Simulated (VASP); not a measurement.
The system is EuH4.

```
CELL_PARAMETERS angstrom
4.14313 0.00000 0.00000
-2.07156 3.58806 0.00000
0.00000 0.00000 5.10108
ATOMIC_POSITIONS crystal
Eu 0.00000 0.00000 0.00000
H 0.50000 0.00000 0.00000
H 0.00000 0.50000 0.00000
H 0.50000 0.50000 0.00000
H 0.00000 0.00000 0.50000
```

The cell was built from a structure type or drawn by symmetry, and may not be a known phase.

| Quantity | Value |
| --- | --- |
| Program | VASP 6.6.1 |
| Task | relaxation of cell and atoms |
| Functional | PBE |
| Potentials or basis | VASP PAW PBE potentials, release 64 (Eu, H) |
| Cutoff | 600 eV |
| k mesh | 6 × 6 × 4 |
| Occupations | gaussian, width 0.1 eV |
| Spin | collinear spin, ferromagnetic start |
| Starting moments | [7.0, 0.0, 0.0, 0.0, 0.0] μB |

At the start: pressure 1.7 GPa; volume 15.17 Å³/atom.

**Question.** Where does the relaxation end?

**Answer.** Over 7 steps the energy falls by 89.1 meV/atom and the volume is 14.79 Å³/atom (-2.5 %); space group P6/mmm (No. 191, to 0.1 Å) before and after; moment 6.50 μB per cell.

Step by step:
| step | energy change (eV) | largest force (eV/Å) | pressure (GPa) | volume (Å³) |
| --- | --- | --- | --- | --- |
| 1 | 0.0000 | 0.0000 | 1.73 | 75.83 |
| 2 | -0.2310 | 0.0000 | -0.23 | 77.54 |
| 3 | -0.3920 | 0.0000 | -2.22 | 80.16 |
| 4 | -0.4308 | 0.0000 | -1.33 | 77.05 |
| 5 | -0.4407 | 0.0000 | -0.66 | 75.19 |
| 6 | -0.4415 | 0.0000 | -0.48 | 74.60 |
| 7 | -0.4455 | 0.0000 | -0.17 | 73.96 |

Final structure:
```
Eu H
1.0
     4.39598    0.00000    0.00000
    -2.19799    3.80703    0.00000
     0.00000    0.00000    4.41941
Eu H
1 4
Direct
  0.00000 0.00000 0.00000
  0.50000 0.00000 0.00000
  0.00000 0.50000 0.00000
  0.50000 0.50000 0.00000
  0.00000 0.00000 0.50000
```

Caveat: semilocal functionals describe open f shells poorly, which spoils levels, moments and volumes.
